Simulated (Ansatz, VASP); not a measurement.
**Two plane-wave programs on HgTe**

```
Hg Te
1.0
     0.00000    3.32480    3.32480
     3.32480    0.00000    3.32480
     3.32480    3.32480    0.00000
Hg Te
1 1
Direct
  0.00000 0.00000 0.00000
  0.25000 0.25000 0.25000
```

Alike in both runs: task relaxation of cell and atoms; functional PBE; k mesh 12 × 12 × 12; occupations gaussian, width 0.1 eV; no spin polarisation.

```csv
,VASP,Ansatz
version,VASP 6.6.1,Ansatz 0.2.0
potentials or method,"VASP PAW PBE potentials, release 64 (Hg, Te), cutoff 600 eV","scalar-relativistic, plane waves, PAW"
valence electrons in the cell,18,36
```

```csv
,VASP,Ansatz,Ansatz less VASP
"gap on the k mesh at the Fermi level, each at its own relaxed structure (eV)",none,none,-
relaxed volume (Å³/atom),36.85,36.75,-0.097
relaxed cell length with the largest relative difference (Å),4.706,4.702,-0.0041
```

A gap of «none» marks a metal or a gap that the smearing closes. VASP's potentials hold 18 valence electrons a cell and Ansatz's 36, so a difference there can come from the potentials and not from the codes.

Spin-orbit coupling is off throughout.
